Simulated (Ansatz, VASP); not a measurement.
MgS in VASP and in Ansatz

```
CELL_PARAMETERS angstrom
0.00000 2.60165 2.60165
2.60165 0.00000 2.60165
2.60165 2.60165 0.00000
ATOMIC_POSITIONS crystal
Mg 0.00000 0.00000 0.00000
S 0.50000 0.50000 0.50000
```

Alike in both runs: task single point; functional PBE; k mesh 8 × 8 × 8; occupations tetrahedron; no spin polarisation.

```csv
,VASP,Ansatz
version,VASP 6.6.1,Ansatz 0.2.0
potentials or method,"VASP PAW PBE potentials, release 64 (Mg, S), cutoff 520 eV","all-electron LAPW, scalar-relativistic"
```

```tsv
	VASP	Ansatz	Ansatz less VASP
gap on the k mesh at the Fermi level (eV)	2.78	2.79	+0.011
pressure (GPa)	0.9	1.2	+0.29
```

Ansatz ran all-electron here, and VASP with PAW potentials. Ansatz's warnings: band table not solved further, tetrahedron derivatives may miss energy slope.
